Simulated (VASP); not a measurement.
# AlNi (rocksalt type) (Fm-3m) in VASP: a series of runs, part 2 of 2

VASP 6.6.1. The steps go on from the part before.

## 4. Relaxation of cell and atoms, PBE

This run uses another cell than the first one, of 14.25 Å³/atom, 0.994 times its volume.

Input file INCAR:

```
SYSTEM = AlNi
  ALGO = Normal
  EDIFF = 1E-7
  EDIFFG = -0.005
  ENCUT = 600
  GGA = PE
  IBRION = 2
  ISIF = 3
  ISMEAR = -1
  LASPH = .True.
  LCHARG = .False.
  LREAL = .False.
  LWAVE = .False.
  NELM = 100
  NSW = 60
  PREC = Accurate
  SIGMA = 0.08
```

Input file KPOINTS:

```
k-points
0
Gamma
  14 14 14
  0 0 0
```

Input file POSCAR:

```
AlNi
1.0
    0.0000000000      2.4244436911      2.4244436911
    2.4244436911      0.0000000000      2.4244436911
    2.4244436911      2.4244436911      0.0000000000
Ni Al
1 1
Direct
    0.0000000000      0.0000000000      0.0000000000
    0.5000000000      0.5000000000      0.5000000000
```

Potentials or basis: VASP PAW PBE potentials, release 64 (Ni, Al).

Command:

```sh
$ cat potpaw_PBE.64/Ni/POTCAR potpaw_PBE.64/Al/POTCAR > POTCAR
$ mpirun -np 1 vasp_std > vasp.out
```

OUTCAR:

```text
SYSTEM = AlNi
   EDIFF = 1E-7
   EDIFFG = -0.005
   ENCUT = 600
   GGA = PE
   IBRION = 2
   ISIF = 3
   ISMEAR = -1
   LASPH = .True.
   LREAL = .False.
   NELM = 100
   NSW = 60
   PREC = Accurate

 ion  position               nearest neighbor table
   1  0.000  0.000  0.000-   2 2.42   2 2.42   2 2.42   2 2.42   2 2.42   2 2.42
   2  0.500  0.500  0.500-   1 2.42   1 2.42   1 2.42   1 2.42   1 2.42   1 2.42

  LATTYP: Found a face centered cubic cell.
 ALAT       =     4.8488873822

  Lattice vectors:

 A1 = (   0.0000000000,   2.4244436911,   2.4244436911)
 A2 = (   2.4244436911,   0.0000000000,   2.4244436911)
 A3 = (   2.4244436911,   2.4244436911,   0.0000000000)

Analysis of symmetry for initial positions (statically):
=====================================================================
 Subroutine PRICEL returns:
 Original cell was already a primitive cell.

 Routine SETGRP: Setting up the symmetry group for a
 face centered cubic supercell.

 Subroutine GETGRP returns: Found 48 space group operations
 (whereof 48 operations were pure point group operations)
 out of a pool of 48 trial point group operations.

The static configuration has the point symmetry O_h .

Analysis of symmetry for dynamics (positions and initial velocities):
=====================================================================
 Subroutine PRICEL returns:
 Original cell was already a primitive cell.

 Routine SETGRP: Setting up the symmetry group for a
 face centered cubic supercell.

 Subroutine GETGRP returns: Found 48 space group operations
 (whereof 48 operations were pure point group operations)
 out of a pool of 48 trial point group operations.

The dynamic configuration has the point symmetry O_h .

 Subroutine INISYM returns: Found 48 space group operations
 (whereof 48 operations are pure point group operations),
 and found     1 'primitive' translations

----------------------------------------------------------------------------------------
[... 124 lines left out ...]
 conjugate gradient relaxation of ions
 non-spin polarized calculation
  energy-cutoff  :      600.00
  volume of cell :       28.50
 maximum number of plane-waves:       967
   NGX = 13   NGY = 13   NGZ = 13

--------------------------------------- Ionic step        1  -------------------------------------------

 number of electron      12.9999995 magnetization

 Free energy of the ion-electron system (eV)
  ---------------------------------------------------
  ext. energy  EPLUGINS =         0.00000000
  ---------------------------------------------------
  free energy    TOTEN  =        -9.30366459 eV

  energy without entropy =       -9.28417720  energy(sigma->0) =       -9.29392089

------------------------ aborting loop because EDIFF is reached ----------------------------------------

  FORCE on cell =-STRESS in cart. coord.  units (eV):
  Direction    XX          YY          ZZ          XY          YZ          ZX
  --------------------------------------------------------------------------------------
  -------------------------------------------------------------------------------------
  Total        0.1112484      0.1112484      0.1112484      0.0000000      0.0000000      0.0000000
  in kB        6.2537126      6.2537126      6.2537126      0.0000000      0.0000000      0.0000000
  external PRESSURE =       6.2537126 kB  Pullay stress =       0.0000000 kB
[... 59 lines left out ...]
--------------------------------------- Ionic step        3  -------------------------------------------

 number of electron      12.9999997 magnetization

 Free energy of the ion-electron system (eV)
  ---------------------------------------------------
  ext. energy  EPLUGINS =         0.00000000
  ---------------------------------------------------
  free energy    TOTEN  =        -9.30399004 eV

  energy without entropy =       -9.28442209  energy(sigma->0) =       -9.29420606

 E-fermi :   7.7344     XC(G=0): -11.1253

 val. band max:        7.6937504899   @ k =  -0.4286   0.3571   0.1429
 cond. band min:       7.7453441486   @ k =  -0.3571   0.4286   0.2143
 fundamental gap:      0.0515936587
 Fermi energy:         7.7344007312

 k-point     1 :       0.0000    0.0000    0.0000
  band No.  band energies     occupation
      1      -2.0302      2.00000
      2       5.7076      2.00000
      3       5.7076      2.00000
      4       5.7076      2.00000
      5       5.7678      2.00000
      6       5.7678      2.00000
      7      14.4213      0.00000
      8      14.4213      0.00000
      9      14.4213      0.00000
     10      18.1995      0.00000
[... 287 lines left out ...]
 k-point    24 :       0.2857    0.1429    0.0000
  band No.  band energies     occupation
      1      -0.6102      2.00000
      2       5.2282      2.00000
      3       5.3585      2.00000
      4       5.6598      2.00000
      5       5.9803      2.00000
      6       6.0832      2.00000
      7      10.0974      0.00000
      8      12.2551      0.00000
      9      14.4147      0.00000
     10      14.6614      0.00000

 [... further k-points ...]
[... 5 lines left out ...]
  --------------------------------------------------------------------------------------
  -------------------------------------------------------------------------------------
  Total        0.0015062      0.0015062      0.0015062     -0.0000000      0.0000000      0.0000000
  in kB        0.0841819      0.0841819      0.0841819     -0.0000000      0.0000000      0.0000000
  external PRESSURE =       0.0841819 kB  Pullay stress =       0.0000000 kB
[... 17 lines left out ...]
  FREE ENERGIE OF THE ION-ELECTRON SYSTEM (eV)
  ---------------------------------------------------
  free  energy   TOTEN  =        -9.3039900374 eV

  energy  without entropy=       -9.2844220904  energy(sigma->0) =       -9.29420606

 reached required accuracy - stopping structural energy minimisation
```

OSZICAR:

```text
N       E                     dE             d eps       ncg     rms          rms(c)
DAV:   1     0.433037768269E+02    0.43304E+02   -0.61076E+03  2080   0.146E+03
DAV:   2    -0.878331206001E+01   -0.52087E+02   -0.49636E+02  2088   0.211E+02
DAV:   3    -0.101930863031E+02   -0.14098E+01   -0.13884E+01  2410   0.450E+01
[... 27 lines left out ...]
DAV:   4    -0.930399246323E+01    0.23250E-04   -0.15812E-04  2110   0.112E-01    0.152E-02
DAV:   5    -0.930399031887E+01    0.21444E-05   -0.14881E-05  2832   0.574E-02    0.278E-03
DAV:   6    -0.930399016449E+01    0.15437E-06   -0.36950E-07  2104   0.650E-03    0.858E-04
DAV:   7    -0.930399006170E+01    0.10279E-06   -0.11710E-08  1062   0.161E-03    0.207E-04
DAV:   8    -0.930399003736E+01    0.24345E-07   -0.21711E-09  1056   0.637E-04
   3 F= -.93039900E+01 E0= -.92942061E+01  d E =-.325448E-03
```

CONTCAR:

```text
AlNi
   1.00000000000000
     0.0000000000000000    2.4291221147766144    2.4291221147766144
     2.4291221147766144    0.0000000000000000    2.4291221147766144
     2.4291221147766144    2.4291221147766144    0.0000000000000000
  Ni              Al
     1     1
Direct
     0.0000000000000000    0.0000000000000000    0.0000000000000000
     0.5000000000000000    0.5000000000000000    0.5000000000000000

  0.00000000E+00  0.00000000E+00  0.00000000E+00
  0.00000000E+00  0.00000000E+00  0.00000000E+00
```

Run time: 64 s. Hardware: 1 thread of Intel Xeon Platinum 8259CL at 2.50GHz (Skylake/Cascade Lake), shared host; peak memory 0.19 GiB.

What came out:

```yaml
Free_energy: -9.3040 eV
Relaxed_volume: 14.33 Å³/atom
Relaxed_cell: a = 3.435 Å, b = 3.435 Å, c = 3.435 Å, α = 60.00°, β = 60.00°, γ = 60.00°
Space_group_after_relaxing_to_0.05_Å: Fm-3m (No. 225)
Energy_gained_by_relaxing: 0.2 meV/atom
Ionic_steps: 3
Pressure_after_relaxing: 0.0 GPa
```

The path:
```
step  energy change (eV)  largest force (eV/Å)  pressure (GPa)  volume (Å³)
   1              0.0000                0.0000            0.63        28.50
   2             -0.0003                0.0000           -0.25        28.73
   3             -0.0003                0.0000            0.01        28.67
```

Final structure:
```
CELL_PARAMETERS angstrom
0.00000 2.42912 2.42912
2.42912 0.00000 2.42912
2.42912 2.42912 0.00000
ATOMIC_POSITIONS crystal
Ni 0.00000 0.00000 0.00000
Al 0.50000 0.50000 0.50000
```

Spin polarisation is off, so any magnetic state and its effect on volume and gap are missing.

## 5. Relaxation of cell and atoms, PBE, target pressure 0.0033 GPa, at which the enthalpy is minimised

Input file INCAR:

```
SYSTEM = AlNi
PREC     = Accurate       ! precision mode
ENCUT    = 600            ! plane-wave cutoff, eV
EDIFF    = 1E-6           ! SCF threshold, eV
ISMEAR   = -1             ! smearing method
SIGMA    = 0.08           ! smearing width, eV
LREAL    = .False.        ! projectors in reciprocal space
LASPH    = .True.         ! aspherical terms in the spheres
NELM     = 100            ! most SCF steps
ALGO     = Normal         ! electronic algorithm
ISIF     = 3              ! what is computed and relaxed
LWAVE    = .False.        ! write WAVECAR
LCHARG   = .False.        ! write CHGCAR
GGA      = PE             ! functional
IBRION   = 2              ! ionic algorithm
NSW      = 60             ! ionic steps
EDIFFG   = -0.005         ! ionic threshold
PSTRESS  = 0.033
```

Input file KPOINTS:

```
regular mesh
0
Gamma
  14 14 14
  0 0 0
```

Input file POSCAR:

```
AlNi
1.0
    0.0000000000      2.4294864418      2.4294864418
    2.4294864418      0.0000000000      2.4294864418
    2.4294864418      2.4294864418      0.0000000000
Ni Al
1 1
Direct
    0.0000000000      0.0000000000      0.0000000000
    0.5000000000      0.5000000000      0.5000000000
```

Potentials or basis: VASP PAW PBE potentials, release 64 (Ni, Al).

Command:

```sh
$ cat potpaw_PBE.64/Ni/POTCAR potpaw_PBE.64/Al/POTCAR > POTCAR
$ mpirun -np 1 vasp_std > vasp.out
```

OUTCAR:

```text
SYSTEM = AlNi
   PREC = Accurate
   ENCUT = 600
   EDIFF = 1E-6
   ISMEAR = -1
   LREAL = .False.
   LASPH = .True.
   NELM = 100
   ISIF = 3
   GGA = PE
   IBRION = 2
   NSW = 60
   EDIFFG = -0.005
   PSTRESS = 0.033

 ion  position               nearest neighbor table
   1  0.000  0.000  0.000-   2 2.43   2 2.43   2 2.43   2 2.43   2 2.43   2 2.43
   2  0.500  0.500  0.500-   1 2.43   1 2.43   1 2.43   1 2.43   1 2.43   1 2.43

  LATTYP: Found a face centered cubic cell.
 ALAT       =     4.8589728836

  Lattice vectors:

 A1 = (   0.0000000000,   2.4294864418,   2.4294864418)
 A2 = (   2.4294864418,   0.0000000000,   2.4294864418)
 A3 = (   2.4294864418,   2.4294864418,   0.0000000000)

Analysis of symmetry for initial positions (statically):
=====================================================================
 Subroutine PRICEL returns:
 Original cell was already a primitive cell.

 Routine SETGRP: Setting up the symmetry group for a
 face centered cubic supercell.

 Subroutine GETGRP returns: Found 48 space group operations
 (whereof 48 operations were pure point group operations)
 out of a pool of 48 trial point group operations.

The static configuration has the point symmetry O_h .

Analysis of symmetry for dynamics (positions and initial velocities):
=====================================================================
 Subroutine PRICEL returns:
 Original cell was already a primitive cell.

 Routine SETGRP: Setting up the symmetry group for a
 face centered cubic supercell.

 Subroutine GETGRP returns: Found 48 space group operations
 (whereof 48 operations were pure point group operations)
 out of a pool of 48 trial point group operations.

The dynamic configuration has the point symmetry O_h .

 Subroutine INISYM returns: Found 48 space group operations
 (whereof 48 operations are pure point group operations),
 and found     1 'primitive' translations

----------------------------------------------------------------------------------------

                                     Primitive cell

  volume of cell :      28.6796

  direct lattice vectors                    reciprocal lattice vectors
     0.000000000  2.429486442  2.429486442    -0.205804812  0.205804812  0.205804812
     2.429486442  0.000000000  2.429486442     0.205804812 -0.205804812  0.205804812
     2.429486442  2.429486442  0.000000000     0.205804812  0.205804812 -0.205804812

  length of vectors
     3.435812676  3.435812676  3.435812676     0.356464391  0.356464391  0.356464391

  position of ions in fractional coordinates (direct lattice)
     0.000000000  0.000000000  0.000000000
     0.500000000  0.500000000  0.500000000

  ion indices of the primitive-cell ions
   primitive index   ion index
                 1           1
                 2           2

----------------------------------------------------------------------------------------

 KPOINTS: regular mesh

Automatic generation of k-mesh.
 Grid dimensions read from file:
 generate k-points for:   14   14   14

 Generating k-lattice:

  Cartesian coordinates                     Fractional coordinates (reciprocal lattice)
[... 41 lines left out ...]
 [... further k-points ...]
   k-points           NKPTS =    104   k-points in BZ     NKDIM =    104   number of bands    NBANDS=     10
   number of dos      NEDOS =    301   number of ions     NIONS =      2
   total plane-waves  NPLWV =  21952
   dimension x,y,z NGX =    28 NGY =   28 NGZ =   28
   dimension x,y,z NGXF=    56 NGYF=   56 NGZF=   56
   ions per type =               1   1
   NGX,Y,Z   is equivalent  to a cutoff of  13.55, 13.55, 13.55 a.u.
   NGXF,Y,Z  is equivalent  to a cutoff of  27.10, 27.10, 27.10 a.u.
 SYSTEM =  AlNi
   PREC   = accura    normal or accurate (medium, high low for compatibility)
   ISTART =      0    job   : 0-new  1-cont  2-samecut
   ICHARG =      2    charge: 1-file 2-atom 10-const
   ISPIN  =      1    spin polarized calculation?
   LNONCOLLINEAR =      F non collinear calculations
   LSORBIT =      F    spin-orbit coupling
   LASPH  =      T    aspherical Exc in radial PAW
   ENCUT  =  600.0 eV  44.10 Ry    6.64 a.u.   6.86  6.86  6.86*2*pi/ulx,y,z
   NELM   =    100;   NELMIN=  2; NELMDL= -5     # of ELM steps
   EDIFF  = 0.1E-05   stopping-criterion for ELM
   LREAL  =      F    real-space projection
   EDIFFG = -.5E-02   stopping-criterion for IOM
   NSW    =     60    number of steps for IOM
   IBRION =      2    ionic relax: 0-MD 1-quasi-New 2-CG
   NFREE  =      1    steps in history (QN), initial steepest desc. (CG)
   ISIF   =      3    stress and relaxation
   ISYM   =      2    0-nonsym 1-usesym 2-fastsym
   POTIM  = 0.5000    time-step for ionic-motion
   TEBEG  =    0.0;   TEEND  =   0.0 temperature during run
   PSTRESS=    0.0 pullay stress
   NELECT =      13.0000    total number of electrons
   NUPDOWN=      -1.0000    fix difference up-down
   EMIN   =  10.00;   EMAX   =-10.00  energy-range for DOS
   EFERMI =   0.00;   METHOD = LEGACY
   ISMEAR =    -1;   SIGMA  =   0.08  broadening in eV -4-tet -1-fermi 0-gaus
   EFERMI_NEDOS =   21; number of points for ismear=-14 and -15
   IALGO  =     38    algorithm
   IMIX   =      4    mixing-type and parameters
     AMIX     =   0.40;   BMIX     =  1.00
     AMIX_MAG =   1.60;   BMIX_MAG =  1.00
  volume/ion in A,a.u.               =      14.34        96.77
  Fermi-wavevector in a.u.,A,eV,Ry     =   1.257568  2.376459 21.517304  1.581477
  Thomas-Fermi vector in A             =   2.391221
   LORBIT       =      0    0 simple, 1 ext, 2 COOP (PROOUT), +10 PAW based schemes
   GGA     = PE    functional components
   LHFCALC =     F    Hartree Fock is set to
   AEXX    =    0.0000 exact exchange contribution
   IVDW    =     0    specifies the selected vdW correction
   LEPSILON=     F    determine dielectric tensor
   LRPA    =     F    only Hartree local field effects (RPA)
 conjugate gradient relaxation of ions
 non-spin polarized calculation
  energy-cutoff  :      600.00
  volume of cell :       28.68
 maximum number of plane-waves:       982
   NGX = 13   NGY = 13   NGZ = 13

--------------------------------------- Ionic step        1  -------------------------------------------

 number of electron      12.9999998 magnetization

 Free energy of the ion-electron system (eV)
  ---------------------------------------------------
  ext. energy  EPLUGINS =         0.00000000
  ---------------------------------------------------
  free energy    TOTEN  =        -9.30403729 eV

  energy without entropy =       -9.28446231  energy(sigma->0) =       -9.29424980

------------------------ aborting loop because EDIFF is reached ----------------------------------------

  FORCE on cell =-STRESS in cart. coord.  units (eV):
  Direction    XX          YY          ZZ          XY          YZ          ZX
  --------------------------------------------------------------------------------------
  -------------------------------------------------------------------------------------
  Total       -0.0253092     -0.0253092     -0.0253092      0.0000000     -0.0000000      0.0000000
  in kB       -1.4138914     -1.4138914     -1.4138914      0.0000000     -0.0000000      0.0000000
  external PRESSURE =      -1.4468914 kB  Pullay stress =       0.0330000 kB
[... 63 lines left out ...]
--------------------------------------- Ionic step        3  -------------------------------------------

 number of electron      12.9999997 magnetization

 Free energy of the ion-electron system (eV)
  ---------------------------------------------------
  ext. energy  EPLUGINS =         0.00000000
  ---------------------------------------------------
  free energy    TOTEN  =        -9.30403882 eV

  energy without entropy =       -9.28447233  energy(sigma->0) =       -9.29425557

 E-fermi :   7.7356     XC(G=0): -11.1258

 val. band max:        7.6949471650   @ k =  -0.4286   0.3571   0.1429
 cond. band min:       7.7465526702   @ k =  -0.3571   0.4286   0.2143
 fundamental gap:      0.0516055052
 Fermi energy:         7.7356048848

 k-point     1 :       0.0000    0.0000    0.0000
  band No.  band energies     occupation
      1      -2.0297      2.00000
      2       5.7085      2.00000
      3       5.7085      2.00000
      4       5.7085      2.00000
      5       5.7686      2.00000
      6       5.7686      2.00000
      7      14.4231      0.00000
      8      14.4231      0.00000
      9      14.4231      0.00000
     10      18.2011      0.00000
[... 287 lines left out ...]
 k-point    24 :       0.2857    0.1429    0.0000
  band No.  band energies     occupation
      1      -0.6096      2.00000
      2       5.2290      2.00000
      3       5.3593      2.00000
      4       5.6606      2.00000
      5       5.9812      2.00000
      6       6.0841      2.00000
      7      10.0989      0.00000
      8      12.2566      0.00000
      9      14.4165      0.00000
     10      14.6630      0.00000

 [... further k-points ...]
[... 5 lines left out ...]
  --------------------------------------------------------------------------------------
  -------------------------------------------------------------------------------------
  Total        0.0013008      0.0013008      0.0013008      0.0000000     -0.0000000      0.0000000
  in kB        0.0727062      0.0727062      0.0727062      0.0000000     -0.0000000      0.0000000
  external PRESSURE =       0.0397062 kB  Pullay stress =       0.0330000 kB
[... 21 lines left out ...]
  energy  without entropy=       -9.2844723269  energy(sigma->0) =       -9.29425557

  enthalpy is  TOTEN    =        -9.3034484281 eV   P V=        0.0005903900

 reached required accuracy - stopping structural energy minimisation
```

Wall time 49 s (1 thread of Intel Xeon Platinum 8259CL at 2.50GHz (Skylake/Cascade Lake), shared host); peak memory 0.19 GiB.

What came out:

- Free energy: -9.3040 eV
- Relaxed volume: 14.33 Å³/atom
- Relaxed cell: a = 3.435 Å, b = 3.435 Å, c = 3.435 Å, α = 60.00°, β = 60.00°, γ = 60.00°
- Space group after relaxing (to 0.05 Å): Fm-3m (No. 225)
- Energy change on relaxing (the enthalpy is what falls): -0.0 meV/atom
- Ionic steps: 3
- Pressure after relaxing: 0.0 GPa

Final structure:
```
Ni Al
1.0
     0.00000    2.42904    2.42904
     2.42904    0.00000    2.42904
     2.42904    2.42904    0.00000
Ni Al
1 1
Direct
  0.00000 0.00000 0.00000
  0.50000 0.50000 0.50000
```

Caveat: the cell is relaxed towards a set pressure, so the enthalpy falls and the energy may rise.

## 6. The runs side by side

```csv
task,cell,cutoff (eV),gap on the mesh (eV),pressure (GPa)
single point,"a = 3.436 Å, angles 60.0°, 2 atoms",520,none,0.0
relaxation of cell and atoms,"relaxed from a = 3.429 Å, angles 60.0°, 2 atoms",600,none,0.0
relaxation of cell and atoms,"relaxed to 0.0033 GPa from a = 3.436 Å, angles 60.0°, 2 atoms",600,none,0.0
```

Alike in all rows: level PBE; potentials or basis VASP PAW PBE potentials, release 64 (Ni, Al); no spin polarisation; k mesh 14 × 14 × 14; smearing fermi-dirac 0.08 eV.

Caveats: the cell is relaxed towards a set pressure, so the enthalpy falls and the energy may rise (some runs).

Total energies depend on the potentials used, so only differences within one code and one set of settings carry meaning.
